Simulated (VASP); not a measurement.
# Ga2BAs3 (P1) in VASP: relaxation of cell and atoms with PBE

Aim: the relaxation of cell and atoms of Ga2BAs3 with PBE.

Program: VASP 6.6.1. These are calculated values, not measurements. Logs are shortened: lines on timing, memory, paths and dates and some standing lists are left out, and cuts for length are marked.

**1. The cell of the first run**

The typed cell holds 12 atoms: a = 6.274 Å, b = 6.643 Å, c = 6.556 Å, α = 119.42°, β = 91.52°, γ = 87.14°.

**2. Relaxation of cell and atoms, PBE**

INCAR reads:

```
PREC     = Accurate       # precision mode
ENCUT    = 600            # plane-wave cutoff, eV
EDIFF    = 1E-6           # SCF threshold, eV
ISMEAR   = 0              # smearing method
SIGMA    = 0.1            # smearing width, eV
LREAL    = False          # projectors in reciprocal space
LASPH    = True           # aspherical terms in the spheres
NELM     = 60             # most SCF steps
ALGO     = Normal         # electronic algorithm
ISIF     = 3              # what is computed and relaxed
LWAVE    = False          # write WAVECAR
LCHARG   = False          # write CHGCAR
GGA      = PE             # functional
IBRION   = 2              # ionic algorithm
NSW      = 80             # ionic steps
EDIFFG   = -0.025         # ionic threshold
```

KPOINTS reads:

```
Automatic mesh
0
Gamma
  2 2 2
```

POSCAR reads:

```
Ga2BAs3
1.0
   -0.0052448179      0.1568597131     -6.2720154064
    0.0586076747      6.6408580611     -0.1658056173
    5.6816884006     -3.2696282449      0.0877082599
Ga B As
4 2 6
Direct
    0.0054122670      0.8346365786      0.3153585225
    0.4994958208      0.1626627601      0.6836720414
    0.0130849898      0.5068787124      0.6762058882
    0.4979623935      0.4879662677      0.3170466490
    0.4887026404      0.8464700677      0.0006954848
    0.9976710967      0.1483744697     -0.0010800797
    0.3889024236      0.5514887676      0.7193041473
    0.4103887551      0.8522115073      0.2862586270
    0.3496230233      0.1353444412      0.0136247758
    0.9028201206      0.1548394266      0.6976066982
    0.8900307476      0.4404114751      0.2828865696
    0.8345057216      0.8787155258      0.0084206757
```

Potentials or basis: VASP PAW PBE potentials, release 64 (Ga_d, B, As).

On the command line:

```
cat potpaw_PBE.64/Ga_d/POTCAR potpaw_PBE.64/B/POTCAR potpaw_PBE.64/As/POTCAR > POTCAR
mpirun -np 1 vasp_std > vasp.out
```

OUTCAR:

```text
PREC = Accurate
   ENCUT = 600
   EDIFF = 1E-6
   ISMEAR = 0
   LREAL = False
   LASPH = True
   NELM = 60
   ISIF = 3
   GGA = PE
   IBRION = 2
   NSW = 80
   EDIFFG = -0.025

 ion  position               nearest neighbor table
   1  0.005  0.835  0.315-  12 2.39  10 2.44   8 2.57  11 2.66
   2  0.499  0.163  0.684-   9 2.47   8 2.47  10 2.53   7 2.54
   3  0.013  0.507  0.676-   7 2.38  11 2.50  10 2.54  12 2.58
   4  0.498  0.488  0.317-   9 2.42  11 2.47   8 2.56   7 2.56
   5  0.489  0.846  0.001-   8 1.93   9 2.03   7 2.04  12 2.19
   6  0.998  0.148  0.999-  11 2.02  10 2.07  12 2.13   9 2.21
   7  0.389  0.551  0.719-   5 2.04   3 2.38   2 2.54   4 2.56
   8  0.410  0.852  0.286-   5 1.93   2 2.47   4 2.56   1 2.57
   9  0.350  0.135  0.014-   5 2.03   6 2.21   4 2.42   2 2.47
  10  0.903  0.155  0.698-   6 2.07   1 2.44   2 2.53   3 2.54
  11  0.890  0.440  0.283-   6 2.02   4 2.47   3 2.50   1 2.66
  12  0.835  0.879  0.008-   6 2.13   5 2.19   1 2.39   3 2.58

  LATTYP: Found a triclinic cell.
 ALAT       =     6.5558938887
 B/A-ratio  =     1.7384988459
 C/A-ratio  =     2.2245881734
 COS(alpha) =     0.0052323842
 COS(beta)  =     0.4629417217
 COS(gamma) =     0.8615394803

  Lattice vectors:

 A1 = (  -5.6816884006,   3.2696282449,  -0.0877082599)
 A2 = (  -5.6230807259,   9.9104863060,  -0.2535138772)
 A3 = ( -11.4858369685,  -6.5855999193,  -6.1158206916)

Analysis of symmetry for initial positions (statically):
=====================================================================
 Subroutine PRICEL returns:
 Original cell was already a primitive cell.

 Routine SETGRP: Setting up the symmetry group for a
 triclinic supercell.

 Subroutine GETGRP returns: Found  1 space group operations
 (whereof  1 operations were pure point group operations)
 out of a pool of  2 trial point group operations.

The static configuration has the point symmetry C_1 .

Analysis of symmetry for dynamics (positions and initial velocities):
=====================================================================
 Subroutine PRICEL returns:
 Original cell was already a primitive cell.

 Routine SETGRP: Setting up the symmetry group for a
 triclinic supercell.

 Subroutine GETGRP returns: Found  1 space group operations
 (whereof  1 operations were pure point group operations)
 out of a pool of  2 trial point group operations.

The dynamic configuration has the point symmetry C_1 .

 Subroutine INISYM returns: Found  1 space group operations
 (whereof  1 operations are pure point group operations),
 and found     1 'primitive' translations

----------------------------------------------------------------------------------------

                                     Primitive cell

  volume of cell :     237.7043

  direct lattice vectors                    reciprocal lattice vectors
    -0.005244818  0.156859713 -6.272015406     0.000169687 -0.003984767 -0.159538183
     0.058607675  6.640858061 -0.165805617     0.086213843  0.149913896  0.003677171
     5.681688401 -3.269628245  0.087708260     0.175114865 -0.001550068 -0.000185202

  length of vectors
     6.273978780  6.643186144  6.555893889     0.159588029  0.172975502  0.175121823

  position of ions in fractional coordinates (direct lattice)
     0.005412267  0.834636579  0.315358522
     0.499495821  0.162662760  0.683672041
     0.013084990  0.506878712  0.676205888
     0.497962394  0.487966268  0.317046649
     0.488702640  0.846470068  0.000695485
     0.997671097  0.148374470  0.998919920
     0.388902424  0.551488768  0.719304147
     0.410388755  0.852211507  0.286258627
     0.349623023  0.135344441  0.013624776
     0.902820121  0.154839427  0.697606698
     0.890030748  0.440411475  0.282886570
     0.834505722  0.878715526  0.008420676

  ion indices of the primitive-cell ions
   primitive index   ion index
                 1           1
                 2           2
                 3           3
                 4           4
                 5           5
                 6           6
                 7           7
                 8           8
                 9           9
                10          10
                11          11
                12          12

----------------------------------------------------------------------------------------

 KPOINTS: Automatic mesh

Automatic generation of k-mesh.
 Grid dimensions read from file:
 generate k-points for:    2    2    2

 Generating k-lattice:

  Cartesian coordinates                     Fractional coordinates (reciprocal lattice)
     0.000084844 -0.001992383 -0.079769091     0.500000000  0.000000000  0.000000000
     0.043106921  0.074956948  0.001838586    -0.000000000  0.500000000  0.000000000
     0.087557432 -0.000775034 -0.000092601     0.000000000  0.000000000  0.500000000

  Length of vectors
     0.079794014  0.086487751  0.087560912

  Shift w.r.t. Gamma in fractional coordinates (k-lattice)
     0.000000000  0.000000000  0.000000000

 Subroutine IBZKPT returns following result:
 ===========================================

 Found      8 irreducible k-points:

 Following reciprocal coordinates:
            Coordinates               Weight
  0.000000  0.000000  0.000000      1.000000
  0.500000  0.000000 -0.000000      1.000000
  0.000000  0.500000  0.000000      1.000000
  0.500000  0.500000  0.000000      1.000000
  0.000000  0.000000  0.500000      1.000000
  0.500000 -0.000000  0.500000      1.000000
  0.000000  0.500000  0.500000      1.000000
  0.500000  0.500000  0.500000      1.000000
   k-points           NKPTS =      8   k-points in BZ     NKDIM =      8   number of bands    NBANDS=     52
   number of dos      NEDOS =    301   number of ions     NIONS =     12
   total plane-waves  NPLWV = 145800
   dimension x,y,z NGX =    50 NGY =   54 NGZ =   54
   dimension x,y,z NGXF=   100 NGYF=  108 NGZF=  108
   ions per type =               4   2   6
   NGX,Y,Z   is equivalent  to a cutoff of  13.25, 13.51, 13.69 a.u.
   NGXF,Y,Z  is equivalent  to a cutoff of  26.50, 27.03, 27.39 a.u.
 SYSTEM =  unknown system
   PREC   = accura    normal or accurate (medium, high low for compatibility)
   ISTART =      0    job   : 0-new  1-cont  2-samecut
   ICHARG =      2    charge: 1-file 2-atom 10-const
   ISPIN  =      1    spin polarized calculation?
   LNONCOLLINEAR =      F non collinear calculations
   LSORBIT =      F    spin-orbit coupling
   LASPH  =      T    aspherical Exc in radial PAW
   ENCUT  =  600.0 eV  44.10 Ry    6.64 a.u.  12.53 13.27 13.09*2*pi/ulx,y,z
   NELM   =     60;   NELMIN=  2; NELMDL= -5     # of ELM steps
   EDIFF  = 0.1E-05   stopping-criterion for ELM
   LREAL  =      F    real-space projection
   EDIFFG = -.3E-01   stopping-criterion for IOM
   NSW    =     80    number of steps for IOM
   IBRION =      2    ionic relax: 0-MD 1-quasi-New 2-CG
   NFREE  =      1    steps in history (QN), initial steepest desc. (CG)
   ISIF   =      3    stress and relaxation
   ISYM   =      2    0-nonsym 1-usesym 2-fastsym
   POTIM  = 0.5000    time-step for ionic-motion
   TEBEG  =    0.0;   TEEND  =   0.0 temperature during run
   PSTRESS=    0.0 pullay stress
   NELECT =      88.0000    total number of electrons
   NUPDOWN=      -1.0000    fix difference up-down
   EMIN   =  10.00;   EMAX   =-10.00  energy-range for DOS
   EFERMI =   0.00;   METHOD = LEGACY
   ISMEAR =     0;   SIGMA  =   0.10  broadening in eV -4-tet -1-fermi 0-gaus
   EFERMI_NEDOS =   21; number of points for ismear=-14 and -15
   IALGO  =     38    algorithm
   IMIX   =      4    mixing-type and parameters
     AMIX     =   0.40;   BMIX     =  1.00
     AMIX_MAG =   1.60;   BMIX_MAG =  1.00
  volume/ion in A,a.u.               =      19.81       133.68
  Fermi-wavevector in a.u.,A,eV,Ry     =   1.175502  2.221377 18.800598  1.381805
  Thomas-Fermi vector in A             =   2.311882
   LORBIT       =      0    0 simple, 1 ext, 2 COOP (PROOUT), +10 PAW based schemes
   GGA     = PE    functional components
   LHFCALC =     F    Hartree Fock is set to
   AEXX    =    0.0000 exact exchange contribution
   IVDW    =     0    specifies the selected vdW correction
   LEPSILON=     F    determine dielectric tensor
   LRPA    =     F    only Hartree local field effects (RPA)
 conjugate gradient relaxation of ions
 non-spin polarized calculation
 Gauss-broadening in eV      SIGMA  =   0.10
  energy-cutoff  :      600.00
  volume of cell :      237.70
 maximum number of plane-waves:      7968
   NGX = 25   NGY = 27   NGZ = 27

--------------------------------------- Ionic step        1  -------------------------------------------

 number of electron      88.0000001 magnetization

 Free energy of the ion-electron system (eV)
  ---------------------------------------------------
  ext. energy  EPLUGINS =         0.00000000
  ---------------------------------------------------
  free energy    TOTEN  =       -53.86280019 eV

  energy without entropy =      -53.86269007  energy(sigma->0) =      -53.86274513

------------------------ aborting loop because EDIFF is reached ----------------------------------------

  FORCE on cell =-STRESS in cart. coord.  units (eV):
  Direction    XX          YY          ZZ          XY          YZ          ZX
  --------------------------------------------------------------------------------------
  -------------------------------------------------------------------------------------
  Total        5.4638627      1.5302673     -0.5907231     -1.6529593      3.0240813     -0.3041757
  in kB       36.8275924     10.3143260     -3.9815988    -11.1412961     20.3829486     -2.0502085
  external PRESSURE =      14.3867732 kB  Pullay stress =       0.0000000 kB
[... 77 lines left out ...]
  energy  without entropy=      -54.5020351198  energy(sigma->0) =      -54.50229778

--------------------------------------- Ionic step        3  -------------------------------------------

 number of electron      88.0000001 magnetization

 E-fermi :   4.5741     XC(G=0):  -9.7240

 val. band max:        4.3852531341   @ k =   0.0000   0.0000   0.0000
 cond. band min:       4.7628980337   @ k =   0.0000   0.0000   0.0000
 fundamental gap:      0.3776448996
 Fermi energy:         4.5741166740

 k-point     1 :       0.0000    0.0000    0.0000
  band No.  band energies     occupation
      1     -10.7461      2.00000
      2     -10.7342      2.00000
      3     -10.7241      2.00000
      4     -10.7085      2.00000
      5     -10.6714      2.00000
      6     -10.6604      2.00000
[... 468 lines left out ...]
  FREE ENERGIE OF THE ION-ELECTRON SYSTEM (eV)
  ---------------------------------------------------
  free  energy   TOTEN  =       -54.5056188332 eV

  energy  without entropy=      -54.5052188427  energy(sigma->0) =      -54.50541884

[... ionic steps 4 to 18 ...]

--------------------------------------- Ionic step       19  -------------------------------------------

 number of electron      87.9999992 magnetization

------------------------ aborting loop because EDIFF is reached ----------------------------------------

  FORCE on cell =-STRESS in cart. coord.  units (eV):
  Direction    XX          YY          ZZ          XY          YZ          ZX
  --------------------------------------------------------------------------------------
  -------------------------------------------------------------------------------------
  Total       -0.0297369      0.0015609     -0.1736881     -0.0968007      0.0089779     -0.0056269
  in kB       -0.1998760      0.0104916     -1.1674414     -0.6506441      0.0603445     -0.0378209
  external PRESSURE =      -0.4522753 kB  Pullay stress =       0.0000000 kB
[... 77 lines left out ...]
  energy  without entropy=      -54.6716578213  energy(sigma->0) =      -54.67165794

--------------------------------------- Ionic step       21  -------------------------------------------

 number of electron      87.9999993 magnetization

 Free energy of the ion-electron system (eV)
  ---------------------------------------------------
  ext. energy  EPLUGINS =         0.00000000
  ---------------------------------------------------
  free energy    TOTEN  =       -54.67193894 eV

  energy without entropy =      -54.67193867  energy(sigma->0) =      -54.67193881

 E-fermi :   4.8125     XC(G=0):  -9.8119

 val. band max:        4.4826892868   @ k =   0.0000   0.0000   0.0000
 cond. band min:       5.1418441566   @ k =   0.0000   0.0000   0.0000
 fundamental gap:      0.6591548698
 Fermi energy:         4.8124658140

 k-point     1 :       0.0000    0.0000    0.0000
  band No.  band energies     occupation
      1     -10.5788      2.00000
      2     -10.5636      2.00000
      3     -10.5553      2.00000
      4     -10.5398      2.00000
      5     -10.5154      2.00000
      6     -10.4826      2.00000
[... 468 lines left out ...]
  FREE ENERGIE OF THE ION-ELECTRON SYSTEM (eV)
  ---------------------------------------------------
  free  energy   TOTEN  =       -54.6719389432 eV

  energy  without entropy=      -54.6719386686  energy(sigma->0) =      -54.67193881

 reached required accuracy - stopping structural energy minimisation
```

It took 14 min on 1 thread of Intel Xeon 6975P-C (Granite Rapids), shared host; peak memory 0.44 GiB.

Results:

* Free energy: -54.6719 eV
* Relaxed volume: 19.87 Å³/atom
* Relaxed cell: a = 6.262 Å, b = 6.636 Å, c = 6.629 Å, α = 120.03°, β = 90.00°, γ = 90.01°
* Space group after relaxing (to 0.1 Å): Cmc2_1 (No. 36)
* Energy gained by relaxing: 67.4 meV/atom
* Ionic steps: 21
* Pressure after relaxing: 0.0 GPa
* Largest force after relaxing: 0.024 eV/Å
* Band gap on the k mesh: 0.66 eV

Forces on the atoms (eV/Å):
```
Ga  -0.008 -0.012 -0.009
Ga  -0.007  0.005 -0.009
Ga   0.002  0.003  0.008
Ga   0.003  0.011  0.014
B   -0.003 -0.012  0.020
B    0.003  0.003  0.016
As  -0.013 -0.003 -0.011
As  -0.013  0.008 -0.006
As   0.006  0.006 -0.008
As   0.009 -0.006  0.005
As   0.013  0.006  0.001
As   0.008 -0.010 -0.020
```

Step by step:
```csv
step,energy change (eV),largest force (eV/Å),pressure (GPa),volume (Å³)
1,0.0000,3.1515,1.44,237.70
2,-0.6398,0.8014,-1.64,243.79
3,-0.6428,0.8016,-1.50,243.35
4,-0.7785,0.2766,0.16,237.80
5,-0.7786,0.2642,0.25,237.61
6,-0.7984,0.1688,0.03,238.21
7,-0.8007,0.1578,-0.04,238.49
8,-0.8041,0.0821,-0.03,238.40
9,-0.8043,0.1011,-0.01,238.37
10,-0.8060,0.0533,0.02,238.29
11,-0.8066,0.0536,0.04,238.24
12,-0.8066,0.0609,0.06,238.21
13,-0.8076,0.0385,-0.05,238.49
14,-0.8077,0.0406,-0.10,238.56
15,-0.8083,0.0326,0.06,238.15
16,-0.8083,0.0326,0.04,238.16
17,-0.8087,0.0258,-0.02,238.25
18,-0.8088,0.0300,0.00,238.29
19,-0.8088,0.0361,-0.05,238.37
20,-0.8089,0.0345,0.01,238.33
21,-0.8091,0.0241,-0.05,238.47
```

Final structure:
```
Ga B As
1.0
    -0.00016    0.00023   -6.26177
     0.00066    6.63612    0.00100
     5.73843   -3.31806   -0.00083
Ga B As
4 2 6
Direct
  0.00379 0.82643 0.32124
  0.50386 0.17401 0.67894
  0.00424 0.50412 0.67721
  0.50453 0.49544 0.32264
  0.49736 0.85150 0.00090
  0.99746 0.14857 0.99914
  0.39592 0.54419 0.70317
  0.39596 0.84166 0.29879
  0.34169 0.13703 0.00056
  0.89600 0.15834 0.70141
  0.89629 0.45588 0.29686
  0.84149 0.86284 0.99913
```

Levels at points of the mesh, in eV from the valence-band top:
```
           k point  band 42  band 43  band 44  band 45  band 46  band 47
(0.00, 0.00, 0.00)    -0.23    -0.05     0.00     0.66     1.16     2.02
(0.50, 0.00, 0.00)    -0.88    -0.77    -0.77     1.50     1.50     1.92
(0.00, 0.50, 0.00)    -1.42    -1.30    -1.08     0.98     2.19     2.74
(0.50, 0.50, 0.00)    -1.92    -1.71    -1.71     1.19     1.20     2.55
(0.00, 0.00, 0.50)    -1.39    -1.23    -0.93     1.01     2.01     2.62
(0.50, 0.00, 0.50)    -2.05    -1.76    -1.76     1.36     1.36     2.38
(0.00, 0.50, 0.50)    -1.43    -1.29    -1.08     0.98     2.19     2.74
(0.50, 0.50, 0.50)    -1.92    -1.71    -1.71     1.19     1.19     2.55
```

Caveat: the k points lie up to 0.55 Å⁻¹ apart in the final cell. A k mesh can miss the band edges.
